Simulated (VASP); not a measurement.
# TiO2 (Fm-3m) in VASP: a series of runs

TiO2 is run at these levels: r2SCAN, PBEsol; tasks: single point.

Everything below comes from runs of VASP 6.6.1. Logs are shortened: lines on timing, memory, paths and dates and some standing lists are left out, and cuts for length are marked.

## Step 1: The cell of the first run

Symmetry: Fm-3m, No. 225, cubic system. Conventional cell: a = 4.794 Å, b = 4.794 Å, c = 4.794 Å, α = 90.00°, β = 90.00°, γ = 90.00°. Within 2.7 Å of Ti (site symmetry m-3m) lie 8 O at 2.08 Å. Within 2.7 Å of O (site symmetry -43m) lie 4 Ti at 2.08 Å and 6 O at 2.40 Å.

## Step 2: Single point, r2SCAN

Input file POSCAR:

```
TiO2
1.0
    0.0000000000      2.3968272579      2.3968272579
    2.3968272579      0.0000000000      2.3968272579
    2.3968272579      2.3968272579      0.0000000000
Ti O
1 2
Direct
    0.0000000000      0.0000000000      0.0000000000
    0.2500000000      0.2500000000      0.2500000000
    0.7500000000      0.7500000000      0.7500000000
```

Input file INCAR.step1:

```
SYSTEM = TiO2
PREC     = Accurate       ! precision mode
ENCUT    = 520            ! plane-wave cutoff, eV
ISMEAR   = 0              ! smearing method
SIGMA    = 0.01           ! smearing width, eV
LREAL    = .False.        ! projectors in reciprocal space
LASPH    = .True.         ! aspherical terms in the spheres
NELM     = 80             ! most SCF steps
NBANDS   = 19             ! bands
GGA      = PE             ! functional
ALGO     = Normal         ! electronic algorithm
EDIFF    = 1E-4           ! SCF threshold, eV
LWAVE    = .True.         ! write WAVECAR
LCHARG   = .False.        ! write CHGCAR
```

Input file INCAR.step2:

```
SYSTEM = TiO2
PREC     = Accurate       ! precision mode
ENCUT    = 520            ! plane-wave cutoff, eV
EDIFF    = 1E-6           ! SCF threshold, eV
ISMEAR   = 0              ! smearing method
SIGMA    = 0.01           ! smearing width, eV
LREAL    = .False.        ! projectors in reciprocal space
LASPH    = .True.         ! aspherical terms in the spheres
NELM     = 80             ! most SCF steps
ALGO     = Normal         ! electronic algorithm
ISIF     = 2              ! what is computed and relaxed
LWAVE    = .False.        ! write WAVECAR
LCHARG   = .True.         ! write CHGCAR
METAGGA  = R2SCAN         ! meta-GGA
LMIXTAU  = .True.       
LELF     = .True.         ! ELF
LVHAR    = .True.       
NBANDS   = 19             ! bands
ISTART   = 1
```

Input file KPOINTS:

```
Automatic mesh
0
Gamma
  2 2 2
  0 0 0
```

Potentials or basis: VASP PAW PBE potentials, release 64 (Ti_sv, O).

The run is started by

```sh
> cat potpaw_PBE.64/Ti_sv/POTCAR potpaw_PBE.64/O/POTCAR > POTCAR
> cp INCAR.step1 INCAR
> mpirun -np 1 vasp_std > vasp.out
> cp INCAR.step2 INCAR
> mpirun -np 1 vasp_std > vasp.out
```

OUTCAR:

```text
SYSTEM = TiO2
   PREC = Accurate
   ENCUT = 520
   EDIFF = 1E-6
   ISMEAR = 0
   LREAL = .False.
   LASPH = .True.
   NELM = 80
   ISIF = 2
   METAGGA = R2SCAN
   ISTART = 1

 ion  position               nearest neighbor table
   1  0.000  0.000  0.000-   3 2.08   3 2.08   3 2.08   2 2.08   3 2.08   2 2.08   2 2.08   2 2.08

   2  0.250  0.250  0.250-   1 2.08   1 2.08   1 2.08   1 2.08
   3  0.750  0.750  0.750-   1 2.08   1 2.08   1 2.08   1 2.08

  LATTYP: Found a face centered cubic cell.
 ALAT       =     4.7936545158

  Lattice vectors:

 A1 = (   0.0000000000,   2.3968272579,   2.3968272579)
 A2 = (   2.3968272579,   0.0000000000,   2.3968272579)
 A3 = (   2.3968272579,   2.3968272579,   0.0000000000)

Analysis of symmetry for initial positions (statically):
=====================================================================
 Subroutine PRICEL returns:
 Original cell was already a primitive cell.

 Routine SETGRP: Setting up the symmetry group for a
 face centered cubic supercell.

 Subroutine GETGRP returns: Found 48 space group operations
 (whereof 48 operations were pure point group operations)
 out of a pool of 48 trial point group operations.

The static configuration has the point symmetry O_h .

Analysis of symmetry for dynamics (positions and initial velocities):
=====================================================================
 Subroutine PRICEL returns:
 Original cell was already a primitive cell.

 Routine SETGRP: Setting up the symmetry group for a
 face centered cubic supercell.

 Subroutine GETGRP returns: Found 48 space group operations
 (whereof 48 operations were pure point group operations)
 out of a pool of 48 trial point group operations.

The dynamic configuration has the point symmetry O_h .

 Subroutine INISYM returns: Found 48 space group operations
 (whereof 48 operations are pure point group operations),
 and found     1 'primitive' translations

----------------------------------------------------------------------------------------

                                     Primitive cell

  volume of cell :      27.5385

  direct lattice vectors                    reciprocal lattice vectors
     0.000000000  2.396827258  2.396827258    -0.208609110  0.208609110  0.208609110
     2.396827258  0.000000000  2.396827258     0.208609110 -0.208609110  0.208609110
     2.396827258  2.396827258  0.000000000     0.208609110  0.208609110 -0.208609110

  length of vectors
     3.389625615  3.389625615  3.389625615     0.361321577  0.361321577  0.361321577

  position of ions in fractional coordinates (direct lattice)
     0.000000000  0.000000000  0.000000000
     0.250000000  0.250000000  0.250000000
     0.750000000  0.750000000  0.750000000

  ion indices of the primitive-cell ions
   primitive index   ion index
                 1           1
                 2           2
                 3           3

----------------------------------------------------------------------------------------

 KPOINTS: Automatic mesh

Automatic generation of k-mesh.
 Grid dimensions read from file:
 generate k-points for:    2    2    2

 Generating k-lattice:

  Cartesian coordinates                     Fractional coordinates (reciprocal lattice)
    -0.104304555  0.104304555  0.104304555     0.500000000  0.000000000  0.000000000
     0.104304555 -0.104304555  0.104304555     0.000000000  0.500000000  0.000000000
     0.104304555  0.104304555 -0.104304555     0.000000000  0.000000000  0.500000000

  Length of vectors
     0.180660788  0.180660788  0.180660788

  Shift w.r.t. Gamma in fractional coordinates (k-lattice)
     0.000000000  0.000000000  0.000000000

 Subroutine IBZKPT returns following result:
 ===========================================

 Found      3 irreducible k-points:

 Following reciprocal coordinates:
            Coordinates               Weight
  0.000000  0.000000  0.000000      1.000000
  0.500000  0.000000  0.000000      4.000000
  0.500000  0.500000  0.000000      3.000000
   k-points           NKPTS =      3   k-points in BZ     NKDIM =      3   number of bands    NBANDS=     19
   number of dos      NEDOS =    301   number of ions     NIONS =      3
   total plane-waves  NPLWV =  21952
   dimension x,y,z NGX =    28 NGY =   28 NGZ =   28
   dimension x,y,z NGXF=    56 NGYF=   56 NGZF=   56
   ions per type =               1   2
   NGX,Y,Z   is equivalent  to a cutoff of  13.73, 13.73, 13.73 a.u.
   NGXF,Y,Z  is equivalent  to a cutoff of  27.47, 27.47, 27.47 a.u.
 SYSTEM =  TiO2
   PREC   = accura    normal or accurate (medium, high low for compatibility)
   ISTART =      1    job   : 0-new  1-cont  2-samecut
   ICHARG =      0    charge: 1-file 2-atom 10-const
   ISPIN  =      1    spin polarized calculation?
   LNONCOLLINEAR =      F non collinear calculations
   LSORBIT =      F    spin-orbit coupling
   LASPH  =      T    aspherical Exc in radial PAW
   ENCUT  =  520.0 eV  38.22 Ry    6.18 a.u.   6.30  6.30  6.30*2*pi/ulx,y,z
   NELM   =     80;   NELMIN=  2; NELMDL=  0     # of ELM steps
   EDIFF  = 0.1E-05   stopping-criterion for ELM
   LREAL  =      F    real-space projection
   EDIFFG = 0.1E-04   stopping-criterion for IOM
   NSW    =      0    number of steps for IOM
   IBRION =     -1    ionic relax: 0-MD 1-quasi-New 2-CG
   NFREE  =      0    steps in history (QN), initial steepest desc. (CG)
   ISIF   =      2    stress and relaxation
   ISYM   =      2    0-nonsym 1-usesym 2-fastsym
   POTIM  = 0.5000    time-step for ionic-motion
   TEBEG  =    0.0;   TEEND  =   0.0 temperature during run
   PSTRESS=    0.0 pullay stress
   NELECT =      24.0000    total number of electrons
   NUPDOWN=      -1.0000    fix difference up-down
   EMIN   =  10.00;   EMAX   =-10.00  energy-range for DOS
   EFERMI =   0.00;   METHOD = LEGACY
   ISMEAR =     0;   SIGMA  =   0.01  broadening in eV -4-tet -1-fermi 0-gaus
   EFERMI_NEDOS =   21; number of points for ismear=-14 and -15
   IALGO  =     38    algorithm
   IMIX   =      4    mixing-type and parameters
     AMIX     =   0.40;   BMIX     =  1.00
     AMIX_MAG =   1.60;   BMIX_MAG =  1.00
  volume/ion in A,a.u.               =       9.18        61.95
  Fermi-wavevector in a.u.,A,eV,Ry     =   1.563742  2.955044 33.270189  2.445290
  Thomas-Fermi vector in A             =   2.666469
   LORBIT       =      0    0 simple, 1 ext, 2 COOP (PROOUT), +10 PAW based schemes
   METAGGA = R2SCAN    functional components
   LHFCALC =     F    Hartree Fock is set to
   AEXX    =    0.0000 exact exchange contribution
   IVDW    =     0    specifies the selected vdW correction
   LEPSILON=     F    determine dielectric tensor
   LRPA    =     F    only Hartree local field effects (RPA)
 non-spin polarized calculation
 Gauss-broadening in eV      SIGMA  =   0.01
  energy-cutoff  :      520.00
  volume of cell :       27.54
 maximum number of plane-waves:       754
 NGX is ok and might be reduce to    28
   NGX = 13   NGY = 13   NGZ = 13

 number of electron      23.9999996 magnetization

 Free energy of the ion-electron system (eV)
  ---------------------------------------------------
  ext. energy  EPLUGINS =         0.00000000
  ---------------------------------------------------
  free energy    TOTEN  =       -33.50582869 eV

  energy without entropy =      -33.50582869  energy(sigma->0) =      -33.50582869

 E-fermi :   7.5126     XC(G=0): -13.0589

 val. band max:        7.3146802399   @ k =   0.5000   0.5000   0.0000
 cond. band min:       8.4105463081   @ k =   0.0000   0.0000   0.0000
 fundamental gap:      1.0958660682
 Fermi energy:         7.5126473946

 k-point     1 :       0.0000    0.0000    0.0000
  band No.  band energies     occupation
      1     -53.2599      2.00000
      2     -28.2726      2.00000
      3     -28.2725      2.00000
      4     -28.2725      2.00000
      5     -13.4866      2.00000
      6      -9.6274      2.00000
[... 11 lines left out ...]
     18      15.4584      0.00000
     19      22.1289      0.00000

 k-point     2 :       0.5000    0.0000    0.0000
  band No.  band energies     occupation
      1     -53.2370      2.00000
      2     -28.5230      2.00000
      3     -28.3024      2.00000
      4     -28.3024      2.00000
      5     -11.9030      2.00000
      6     -11.1816      2.00000
[... 11 lines left out ...]
     18      17.9851      0.00000
     19      22.9041      0.00000

 k-point     3 :       0.5000    0.5000    0.0000
  band No.  band energies     occupation
      1     -53.2294      2.00000
      2     -28.5366      2.00000
      3     -28.3457      2.00000
      4     -28.3457      2.00000
      5     -11.5153      2.00000
      6     -11.2188      2.00000
[... 11 lines left out ...]
     18      19.3225      0.00000
     19      22.2508      0.00000

------------------------ aborting loop because EDIFF is reached ----------------------------------------

  FORCE on cell =-STRESS in cart. coord.  units (eV):
  Direction    XX          YY          ZZ          XY          YZ          ZX
  --------------------------------------------------------------------------------------
  -------------------------------------------------------------------------------------
  Total        0.9452709      0.9452709      0.9452709     -0.0000000     -0.0000000      0.0000000
  in kB       54.9954391     54.9954391     54.9954391     -0.0000000     -0.0000000      0.0000000
  external PRESSURE =      54.9954391 kB  Pullay stress =       0.0000000 kB

 VOLUME and BASIS-vectors are now :
 -----------------------------------------------------------------------------
  energy-cutoff  :      520.00
  volume of cell :       27.54
      direct lattice vectors                 reciprocal lattice vectors
     0.000000000  2.396827258  2.396827258    -0.208609110  0.208609110  0.208609110
     2.396827258  0.000000000  2.396827258     0.208609110 -0.208609110  0.208609110
     2.396827258  2.396827258  0.000000000     0.208609110  0.208609110 -0.208609110

 POSITION                                       TOTAL-FORCE (eV/Angst)
 -----------------------------------------------------------------------------------
      0.00000      0.00000      0.00000        -0.000000     -0.000000     -0.000000
      1.19841      1.19841      1.19841         0.000000      0.000000      0.000000
      3.59524      3.59524      3.59524        -0.000000     -0.000000     -0.000000
 -----------------------------------------------------------------------------------
    total drift:                                0.000000      0.000000      0.000000

  FREE ENERGIE OF THE ION-ELECTRON SYSTEM (eV)
  ---------------------------------------------------
  free  energy   TOTEN  =       -33.5058286911 eV

  energy  without entropy=      -33.5058286911  energy(sigma->0) =      -33.50582869
```

It took 35 s on 1 thread of AMD EPYC 7R43 (Zen 3), shared host; peak memory 0.12 GiB.

Results:

```
Free energy            : -33.5058 eV
Pressure               : 5.5 GPa
Band gap on the k mesh : 1.10 eV (least direct gap 1.78 eV)
```

Levels at points of the mesh, in eV from the valence-band top:
```csv
k point,band 9,band 10,band 11,band 12,band 13,band 14,band 15,band 16
"(0.00, 0.00, 0.00)",-6.33,-0.93,-0.93,-0.93,1.10,1.10,5.31,5.31
"(0.50, 0.00, 0.00)",-3.54,-3.41,-2.66,-2.66,1.39,1.39,2.68,4.94
"(0.50, 0.50, 0.00)",-4.83,-2.31,-2.31,0.00,1.78,1.85,2.72,4.14
```

Caveat: the k points lie up to 1.14 Å⁻¹ apart, too coarse for converged energies, forces and pressures; the structure was generated, so it needn't be the stable form of TiO2; the PAW data sets were made with another functional, which shifts forces and pressure a little.

(Continued in part 2 of 2.)
